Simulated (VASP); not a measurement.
# ZnO (Fm-3m) in VASP: notebook, part 2 of 2

VASP 6.6.1.

## (3) Single point, PBE

INCAR reads:

```
ALGO = Normal ; EDIFF = 1E-6
ENCUT = 910 ; GGA = PE
GGA_COMPAT = F ; ISIF = 2
ISMEAR = 0 ; LASPH = T
LCHARG = F ; LREAL = F
LWAVE = F ; NBANDS = 16
NELM = 120 ; PREC = Accurate
SIGMA = 0.01
```

KPOINTS reads:

```
k-points
0
Gamma
  8 8 8
```

POSCAR reads:

```
ZnO
1.0
    0.0000000000      2.1337703828      2.1337703828
    2.1337703828      0.0000000000      2.1337703828
    2.1337703828      2.1337703828      0.0000000000
Zn O
1 1
Direct
    0.0000000000      0.0000000000      0.0000000000
    0.5000000000      0.5000000000      0.5000000000
```

Potentials or basis: VASP PAW PBE potentials, release 64 (Zn, O_h).

The run is started by

```
$ cat potpaw_PBE.64/Zn/POTCAR potpaw_PBE.64/O_h/POTCAR > POTCAR
$ mpirun -np 1 vasp_std > vasp.out
```

OUTCAR:

```text
EDIFF = 1E-6
   ENCUT = 910
   GGA = PE
   ISIF = 2
   ISMEAR = 0
   LASPH = T
   LREAL = F
   NELM = 120
   PREC = Accurate

 ion  position               nearest neighbor table
   1  0.000  0.000  0.000-   2 2.13   2 2.13   2 2.13   2 2.13   2 2.13   2 2.13
   2  0.500  0.500  0.500-   1 2.13   1 2.13   1 2.13   1 2.13   1 2.13   1 2.13

  LATTYP: Found a face centered cubic cell.
 ALAT       =     4.2675407656

  Lattice vectors:

 A1 = (   0.0000000000,   2.1337703828,   2.1337703828)
 A2 = (   2.1337703828,   0.0000000000,   2.1337703828)
 A3 = (   2.1337703828,   2.1337703828,   0.0000000000)

Analysis of symmetry for initial positions (statically):
=====================================================================
 Subroutine PRICEL returns:
 Original cell was already a primitive cell.

 Routine SETGRP: Setting up the symmetry group for a
 face centered cubic supercell.

 Subroutine GETGRP returns: Found 48 space group operations
 (whereof 48 operations were pure point group operations)
 out of a pool of 48 trial point group operations.

The static configuration has the point symmetry O_h .

Analysis of symmetry for dynamics (positions and initial velocities):
=====================================================================
 Subroutine PRICEL returns:
 Original cell was already a primitive cell.

 Routine SETGRP: Setting up the symmetry group for a
 face centered cubic supercell.

 Subroutine GETGRP returns: Found 48 space group operations
 (whereof 48 operations were pure point group operations)
 out of a pool of 48 trial point group operations.

The dynamic configuration has the point symmetry O_h .

 Subroutine INISYM returns: Found 48 space group operations
 (whereof 48 operations are pure point group operations),
 and found     1 'primitive' translations

----------------------------------------------------------------------------------------

                                     Primitive cell

  volume of cell :      19.4300

  direct lattice vectors                    reciprocal lattice vectors
     0.000000000  2.133770383  2.133770383    -0.234326994  0.234326994  0.234326994
     2.133770383  0.000000000  2.133770383     0.234326994 -0.234326994  0.234326994
     2.133770383  2.133770383  0.000000000     0.234326994  0.234326994 -0.234326994

  length of vectors
     3.017607014  3.017607014  3.017607014     0.405866259  0.405866259  0.405866259

  position of ions in fractional coordinates (direct lattice)
     0.000000000  0.000000000  0.000000000
     0.500000000  0.500000000  0.500000000

  ion indices of the primitive-cell ions
   primitive index   ion index
                 1           1
                 2           2

----------------------------------------------------------------------------------------

 KPOINTS: k-points

Automatic generation of k-mesh.
 Grid dimensions read from file:
 generate k-points for:    8    8    8

 Generating k-lattice:

  Cartesian coordinates                     Fractional coordinates (reciprocal lattice)
    -0.029290874  0.029290874  0.029290874     0.125000000  0.000000000  0.000000000
     0.029290874 -0.029290874  0.029290874     0.000000000  0.125000000  0.000000000
     0.029290874  0.029290874 -0.029290874     0.000000000  0.000000000  0.125000000

  Length of vectors
     0.050733282  0.050733282  0.050733282

  Shift w.r.t. Gamma in fractional coordinates (k-lattice)
     0.000000000  0.000000000  0.000000000

 Subroutine IBZKPT returns following result:
 ===========================================

 Found     29 irreducible k-points:

 Following reciprocal coordinates:
            Coordinates               Weight
  0.000000  0.000000  0.000000      1.000000
  0.125000  0.000000  0.000000      8.000000
  0.250000  0.000000  0.000000      8.000000
  0.375000  0.000000  0.000000      8.000000
  0.500000  0.000000  0.000000      4.000000
  0.125000  0.125000  0.000000      6.000000
[... 16 lines left out ...]
  0.500000  0.250000  0.125000     48.000000
 -0.375000  0.250000  0.125000     24.000000
 [... further k-points ...]
   k-points           NKPTS =     29   k-points in BZ     NKDIM =     29   number of bands    NBANDS=     16
   number of dos      NEDOS =    301   number of ions     NIONS =      2
   total plane-waves  NPLWV =  27000
   dimension x,y,z NGX =    30 NGY =   30 NGZ =   30
   dimension x,y,z NGXF=    60 NGYF=   60 NGZF=   60
   ions per type =               1   1
   NGX,Y,Z   is equivalent  to a cutoff of  16.53, 16.53, 16.53 a.u.
   NGXF,Y,Z  is equivalent  to a cutoff of  33.06, 33.06, 33.06 a.u.
 SYSTEM =  unknown system
   PREC   = accura    normal or accurate (medium, high low for compatibility)
   ISTART =      0    job   : 0-new  1-cont  2-samecut
   ICHARG =      2    charge: 1-file 2-atom 10-const
   ISPIN  =      1    spin polarized calculation?
   LNONCOLLINEAR =      F non collinear calculations
   LSORBIT =      F    spin-orbit coupling
   LASPH  =      T    aspherical Exc in radial PAW
   ENCUT  =  910.0 eV  66.88 Ry    8.18 a.u.   7.42  7.42  7.42*2*pi/ulx,y,z
   NELM   =    120;   NELMIN=  2; NELMDL= -5     # of ELM steps
   EDIFF  = 0.1E-05   stopping-criterion for ELM
   LREAL  =      F    real-space projection
   EDIFFG = 0.1E-04   stopping-criterion for IOM
   NSW    =      0    number of steps for IOM
   IBRION =     -1    ionic relax: 0-MD 1-quasi-New 2-CG
   NFREE  =      0    steps in history (QN), initial steepest desc. (CG)
   ISIF   =      2    stress and relaxation
   ISYM   =      2    0-nonsym 1-usesym 2-fastsym
   POTIM  = 0.5000    time-step for ionic-motion
   TEBEG  =    0.0;   TEEND  =   0.0 temperature during run
   PSTRESS=    0.0 pullay stress
   NELECT =      18.0000    total number of electrons
   NUPDOWN=      -1.0000    fix difference up-down
   EMIN   =  10.00;   EMAX   =-10.00  energy-range for DOS
   EFERMI =   0.00;   METHOD = LEGACY
   ISMEAR =     0;   SIGMA  =   0.01  broadening in eV -4-tet -1-fermi 0-gaus
   EFERMI_NEDOS =   21; number of points for ismear=-14 and -15
   IALGO  =     38    algorithm
   IMIX   =      4    mixing-type and parameters
     AMIX     =   0.40;   BMIX     =  1.00
     AMIX_MAG =   1.60;   BMIX_MAG =  1.00
  volume/ion in A,a.u.               =       9.72        65.56
  Fermi-wavevector in a.u.,A,eV,Ry     =   1.595908  3.015830 34.653003  2.546924
  Thomas-Fermi vector in A             =   2.693754
   LORBIT       =      0    0 simple, 1 ext, 2 COOP (PROOUT), +10 PAW based schemes
   GGA     = PE    functional components
   LHFCALC =     F    Hartree Fock is set to
   AEXX    =    0.0000 exact exchange contribution
   IVDW    =     0    specifies the selected vdW correction
   LEPSILON=     F    determine dielectric tensor
   LRPA    =     F    only Hartree local field effects (RPA)
 non-spin polarized calculation
 Gauss-broadening in eV      SIGMA  =   0.01
  energy-cutoff  :      910.00
  volume of cell :       19.43
 maximum number of plane-waves:      1243
 NGX is ok and might be reduce to    30
   NGX = 15   NGY = 15   NGZ = 15

 number of electron      18.0000004 magnetization

 Free energy of the ion-electron system (eV)
  ---------------------------------------------------
  ext. energy  EPLUGINS =         0.00000000
  ---------------------------------------------------
  free energy    TOTEN  =        -8.61141966 eV

  energy without entropy =       -8.61141966  energy(sigma->0) =       -8.61141966

 E-fermi :   3.3745     XC(G=0): -12.3478

 val. band max:        3.2211325264   @ k =   0.5000   0.0000   0.0000
 cond. band min:       4.1387770740   @ k =   0.0000   0.0000   0.0000
 fundamental gap:      0.9176445476
 Fermi energy:         3.3745396239

 k-point     1 :       0.0000    0.0000    0.0000
  band No.  band energies     occupation
      1     -15.4550      2.00000
      2      -1.6523      2.00000
      3      -1.6523      2.00000
      4      -1.6523      2.00000
      5      -1.4330      2.00000
      6      -1.4330      2.00000
[... 8 lines left out ...]
     15      22.7447      0.00000
     16      22.7447      0.00000
[... 419 lines left out ...]
 k-point    24 :      -0.3750    0.2500    0.1250
  band No.  band energies     occupation
      1     -13.9608      2.00000
      2      -3.5391      2.00000
      3      -2.5159      2.00000
      4      -2.4218      2.00000
      5      -1.2375      2.00000
      6      -1.2147      2.00000
[... 8 lines left out ...]
     15      24.9161      0.00000
     16      29.6314      0.00000

 [... further k-points ...]
[... 5 lines left out ...]
  --------------------------------------------------------------------------------------
  -------------------------------------------------------------------------------------
  Total        1.0702505      1.0702505      1.0702505      0.0000000      0.0000000      0.0000000
  in kB       88.2516807     88.2516807     88.2516807      0.0000000      0.0000000      0.0000000
  external PRESSURE =      88.2516807 kB  Pullay stress =       0.0000000 kB

 VOLUME and BASIS-vectors are now :
 -----------------------------------------------------------------------------
  energy-cutoff  :      910.00
  volume of cell :       19.43
      direct lattice vectors                 reciprocal lattice vectors
     0.000000000  2.133770383  2.133770383    -0.234326994  0.234326994  0.234326994
     2.133770383  0.000000000  2.133770383     0.234326994 -0.234326994  0.234326994
     2.133770383  2.133770383  0.000000000     0.234326994  0.234326994 -0.234326994

 POSITION                                       TOTAL-FORCE (eV/Angst)
 -----------------------------------------------------------------------------------
      0.00000      0.00000      0.00000         0.000000      0.000000     -0.000000
      2.13377      2.13377      2.13377        -0.000000     -0.000000      0.000000
 -----------------------------------------------------------------------------------
    total drift:                                0.000000      0.000000      0.000000

  FREE ENERGIE OF THE ION-ELECTRON SYSTEM (eV)
  ---------------------------------------------------
  free  energy   TOTEN  =        -8.6114196612 eV

  energy  without entropy=       -8.6114196612  energy(sigma->0) =       -8.61141966
```

OSZICAR:

```text
N       E                     dE             d eps       ncg     rms          rms(c)
DAV:   1     0.137383149144E+03    0.13738E+03   -0.13256E+04   968   0.257E+03
DAV:   2     0.422708102289E+00   -0.13696E+03   -0.12136E+03  1152   0.402E+02
DAV:   3    -0.998615299396E+01   -0.10409E+02   -0.10310E+02   984   0.988E+01
DAV:   4    -0.100864110567E+02   -0.10026E+00   -0.10021E+00  1208   0.985E+00
DAV:   5    -0.100867257378E+02   -0.31468E-03   -0.31468E-03  1000   0.598E-01    0.962E+00
DAV:   6    -0.863856149016E+01    0.14482E+01   -0.27654E+00  1472   0.491E+01    0.651E+00
DAV:   7    -0.862645397847E+01    0.12108E-01   -0.41576E-01  1088   0.112E+01    0.361E+00
DAV:   8    -0.861307423655E+01    0.13380E-01   -0.71251E-02   976   0.280E+00    0.562E-01
DAV:   9    -0.861131344681E+01    0.17608E-02   -0.43687E-03  1496   0.109E+00    0.101E-01
DAV:  10    -0.861141474305E+01   -0.10130E-03   -0.10448E-03   992   0.328E-01    0.632E-02
DAV:  11    -0.861142038146E+01   -0.56384E-05   -0.45392E-05  1264   0.120E-01    0.130E-02
DAV:  12    -0.861141966118E+01    0.72028E-06   -0.35283E-06  1064   0.237E-02
   1 F= -.86114197E+01 E0= -.86114197E+01  d E =-.546919-106
```

stdout:

```text
POSCAR found type information on POSCAR ZnO
 POSCAR found :  2 types and       2 ions
 scaLAPACK will be used
 LDA part: xc-table for (Slater+PW92), standard interpolation
 POSCAR, INCAR and KPOINTS ok, starting setup
 FFT: planning ... GRIDC
 FFT: planning ... GRID_SOFT
 FFT: planning ... GRID
 WAVECAR not read
 entering main loop
```

Run time: 19 s. Hardware: 1 thread of AMD EPYC 7R43 (Zen 3), shared host; peak memory 0.14 GiB.

What came out:

```
Free energy            : -8.6114 eV
Pressure               : 8.8 GPa
Band gap on the k mesh : 0.92 eV, indirect (least direct gap 2.32 eV)
```

Levels at points of the mesh, in eV from the valence-band top:
```csv
k point,band 7,band 8,band 9,band 10,band 11,band 12
"(0.00, 0.00, 0.00)",-1.40,-1.40,-1.40,0.92,18.03,18.03
"(0.50, 0.00, 0.00)",-3.62,0.00,0.00,5.45,9.16,12.86
"(0.50, 0.50, 0.00)",-4.00,-2.85,-2.85,4.26,10.72,11.29
```

Caveat: the cutoff is under 1.25 times the usual one of these potentials, so pressure, stress and relaxed cells hold a basis-set (Pulay) error. A k mesh can miss the band edges.

## (4) Single point, PBE

INCAR reads:

```
SYSTEM = ZnO
PREC = Accurate
ENCUT = 910
EDIFF = 1E-6
ISMEAR = 0
SIGMA = 0.01
LREAL = .False.
LASPH = .True.
NELM = 120
ALGO = Normal
ISIF = 2
LWAVE = .False.
LCHARG = .False.
GGA = PE
NBANDS = 16
GGA_COMPAT = .False.
```

KPOINTS reads:

```
regular mesh
0
Gamma
  8 8 8
  0 0 0
```

POSCAR is that of step 3.

The run is started by

```
$ cat potpaw_PBE.64/Zn/POTCAR potpaw_PBE.64/O_h/POTCAR > POTCAR
$ mpirun -np 1 vasp_std > vasp.out
```

Run time: 10 s. Hardware: 1 thread of Intel Xeon 6975P-C (Granite Rapids), shared host; peak memory 0.17 GiB.

Results (log left out):

```
Free energy            : -8.6114 eV
Pressure               : 8.8 GPa
Band gap on the k mesh : 0.92 eV, indirect (least direct gap 2.32 eV)
```

Levels at points of the mesh, in eV from the valence-band top:
```csv
k point,band 6,band 7,band 8,band 9,band 10,band 11,band 12,band 13
"(0.00, 0.00, 0.00)",-4.65,-1.40,-1.40,-1.40,0.92,18.03,18.03,18.03
"(0.50, 0.00, 0.00)",-4.44,-3.62,0.00,0.00,5.45,9.16,12.86,12.86
"(0.50, 0.50, 0.00)",-4.32,-4.00,-2.85,-2.85,4.26,10.72,11.29,15.49
```

Caveat: the cutoff is under 1.25 times the usual one of these potentials, so pressure, stress and relaxed cells hold a basis-set (Pulay) error.
